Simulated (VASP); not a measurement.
Set up this calculation in VASP 6.6.1, as the native input.

```
Task                   : single point
Functional             : PBE
Potentials or basis    : VASP PAW PBE potentials, release 64 (Rb_sv, Pd, N)
Cutoff                 : 520 eV
k mesh                 : 3 × 3 × 2
Occupations            : gaussian, width 0.15 eV
Spin                   : no spin polarisation
Dipole correction      : no
Further INCAR settings : ALGO = Normal; EDIFF = 1e-06; NBANDS = 42
```

The structure of RbPd4N3 lies in POSCAR:

```
RbPd4N3
1.0
    5.4823052336      0.0000000000      0.0000000000
    0.0000000000      5.4823052336      0.0000000000
    0.0000000000      0.0000000000      6.2029206364
Rb Pd N
1 4 3
Direct
    0.5000000000      0.5000000000      0.0595905692
    0.7636844533      0.7636844533      0.5601989466
    0.2363155467      0.2363155467      0.5601989466
    0.2363155467      0.7636844533      0.5601989466
    0.7636844533      0.2363155467      0.5601989466
    0.0000000000      0.0000000000      0.3976529893
    0.5000000000      0.0000000000      0.6643253126
    0.0000000000      0.5000000000      0.6643253126
```

One way to write it, as run:

INCAR

```
SYSTEM = RbPd4N3
PREC = Accurate
ENCUT = 520
EDIFF = 1E-6
ISMEAR = 0
SIGMA = 0.15
LREAL = .FALSE.
LASPH = .TRUE.
NELM = 80
ALGO = Normal
ISIF = 2
LWAVE = .FALSE.
LCHARG = .FALSE.
GGA = PE
NBANDS = 42
```

KPOINTS

```
regular mesh
0
G
  3 3 2
  0 0 0
```

Potentials or basis: VASP PAW PBE potentials, release 64 (Rb_sv, Pd, N).

Run with:

```bash
$ cat potpaw_PBE.64/Rb_sv/POTCAR potpaw_PBE.64/Pd/POTCAR potpaw_PBE.64/N/POTCAR > POTCAR
$ mpirun -np 1 vasp_std > vasp.out
```

It gave:

| Quantity | Value |
| --- | --- |
| Pressure | 0.3 GPa |
| Largest force | 0.036 eV/Å |
| Band gap on the k mesh | 0.15 eV, indirect (least direct gap 0.68 eV) |

Caveat: the k points lie up to 0.51 Å⁻¹ apart.

It took 69 s on 1 thread of Oxide Virtual Turin-like Processor, on a shared host, peak memory 0.25 GiB.
